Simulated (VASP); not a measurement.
Set up this calculation in VASP 6.6.1, as the native input.

| Property | Result |
| --- | --- |
| Task | single point |
| Functional | PBEsol |
| Potentials or basis | VASP PAW PBE potentials, release 64 (Cu) |
| Cutoff | 520 eV |
| k mesh | 24 × 24 × 24 |
| Occupations | gaussian, width 0.15 eV |
| Spin | no spin polarisation |
| Dipole correction | no |
| Further INCAR settings | ALGO = Fast; EDIFF = 1e-06; NBANDS = 12 |

The structure of Cu lies in POSCAR:

```
Cu
1.0
   -1.4427933200      1.4427933200      1.3347990065
    1.4427933200     -1.4427933200      1.3347990065
    1.4427933200      1.4427933200     -1.3347990065
Cu
1
Direct
    0.0000000000      0.0000000000      0.0000000000
```

This cell differs from its parent crystal: strain +0.000 along x and y, -0.030 along z.

The input as run:

INCAR

```
SYSTEM = Cu
PREC = Accurate
ENCUT = 520
EDIFF = 1E-6
ISMEAR = 0
SIGMA = 0.15
LREAL = .FALSE.
LASPH = .TRUE.
NELM = 100
ALGO = Fast
ISIF = 2
LWAVE = .FALSE.
LCHARG = .FALSE.
GGA = PS
NBANDS = 12
```

KPOINTS

```
regular mesh
0
G
  24 24 24
  0 0 0
```

Potentials or basis: VASP PAW PBE potentials, release 64 (Cu).

Command:

```bash
$ cat potpaw_PBE.64/Cu/POTCAR > POTCAR
$ mpirun -np 1 vasp_std > vasp.out
```

Results of the run:

| Quantity | Value |
| --- | --- |
| Pressure | 4.9 GPa |

Caveat: the cell differs from its parent crystal (strain +0.000 along x and y, -0.030 along z); the PAW data sets were made with another functional, which shifts forces and pressure a little.

Run time: 49 s on 1 thread of Intel(R) Xeon(R) 6975P-C (Granite Rapids), with other jobs on the host, peak memory 0.24 GiB.
